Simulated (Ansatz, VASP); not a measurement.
# Two plane-wave programs on Ge

```
Ge
1.0
    -2.57349    2.57349    1.40909
     2.57349   -2.57349    1.40909
     2.57349    2.57349   -1.40909
Ge
2
Direct
  0.25000 0.75000 0.50000
  0.50000 0.50000 0.00000
```

Alike in both runs: task single point; functional r2SCAN; k mesh 24 × 24 × 24; occupations gaussian, width 0.15 eV; no spin polarisation.

|  | VASP | Ansatz |
| --- | --- | --- |
| version | VASP 6.6.1 | Ansatz 0.2.0 |
| potentials or method | VASP PAW PBE potentials, release 64 (Ge_d), cutoff 550 eV | scalar-relativistic, plane waves, PAW |
| valence electrons in the cell | 28 | 28 |

Ansatz gave:

* gap on the k mesh at the Fermi level (eV): none
* pressure (GPa): 0.0
* traceless stress, the component that is largest in VASP (GPa): 0.61

Task: What did VASP give for the same quantities?

Result: gap on the k mesh at the Fermi level (eV): none; pressure (GPa): -0.2; traceless stress, the component that is largest in VASP (GPa): 0.59.

VASP's potentials were made for PBE, not for r2SCAN. A gap of «none» marks a metal or a gap that the smearing closes.
